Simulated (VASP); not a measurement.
Set up this calculation in VASP 6.6.1, as the native input.

```yaml
Task: single point
Functional: LDA
Potentials_or_basis: VASP PAW LDA potentials, release 64 (I, Na_pv)
Cutoff: 520 eV
k_mesh: 6 × 6 × 6
Occupations: fermi-dirac, width 0.05 eV
Spin: no spin polarisation
Dipole_correction: no
Further_INCAR_settings: ALGO = Normal; EDIFF = 1e-07; NBANDS = 14
```

The structure of NaI lies in POSCAR:

```
NaI
1.0
    0.0000000000      3.2998749385      3.2998749385
    3.2998749385      0.0000000000      3.2998749385
    3.2998749385      3.2998749385      0.0000000000
I Na
1 1
Direct
    0.5000000000      0.5000000000      0.5000000000
    0.0000000000      0.0000000000      0.0000000000
```

One way to write it, as run:

INCAR

```
PREC = Accurate
ENCUT = 520
EDIFF = 1E-7
ISMEAR = -1
SIGMA = 0.05
LREAL = F
LASPH = T
NELM = 80
ALGO = Normal
ISIF = 2
LWAVE = F
LCHARG = F
GGA = CA
NBANDS = 14
```

KPOINTS

```
Automatic mesh
0
Gamma
  6 6 6
```

Potentials or basis: VASP PAW LDA potentials, release 64 (I, Na_pv).

The run is started by

```sh
$ cat potpaw_LDA.64/I/POTCAR potpaw_LDA.64/Na_pv/POTCAR > POTCAR
$ mpirun -np 1 vasp_std > vasp.out
```

It gave:

```json
{"Pressure": "-2.2 GPa", "Band gap on the k mesh": "3.20 eV, direct"}
```

Caveat: spin-orbit coupling is left out, which moves the levels of the heavy elements.

It took 14 s on 1 thread of Intel Xeon 6975P-C, with other jobs on the host, peak memory 0.17 GiB.
